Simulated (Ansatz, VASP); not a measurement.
## Hf in VASP and in Ansatz

```
CELL_PARAMETERS angstrom
0.00000 2.32155 2.32155
2.32155 0.00000 2.32155
2.32155 2.32155 0.00000
ATOMIC_POSITIONS crystal
Hf 0.00000 0.00000 0.00000
```

Alike in both runs: task single point; functional BLYP; k mesh 14 × 14 × 14; occupations fermi-dirac, width 0.1 eV; no spin polarisation.

|  | VASP | Ansatz |
| --- | --- | --- |
| version | VASP 6.6.1 | Ansatz 0.2.0 |
| potentials or method | VASP PAW PBE potentials, release 64 (Hf_pv), cutoff 520 eV | plane waves (420 eV) with PAW, scalar-relativistic |
| valence electrons in the cell | 10 | 26 |

|  | VASP | Ansatz | Ansatz less VASP |
| --- | --- | --- | --- |
| pressure (GPa) | -6.5 | -6.5 | +0.06 |

VASP's potentials were made for PBE, not for BLYP. With one functional, cell and mesh, what is left measures potentials, basis and numerics. VASP's potentials hold 10 valence electrons a cell and Ansatz's 26, so a difference there can come from the potentials and not from the codes.

Spin-orbit coupling is off throughout.
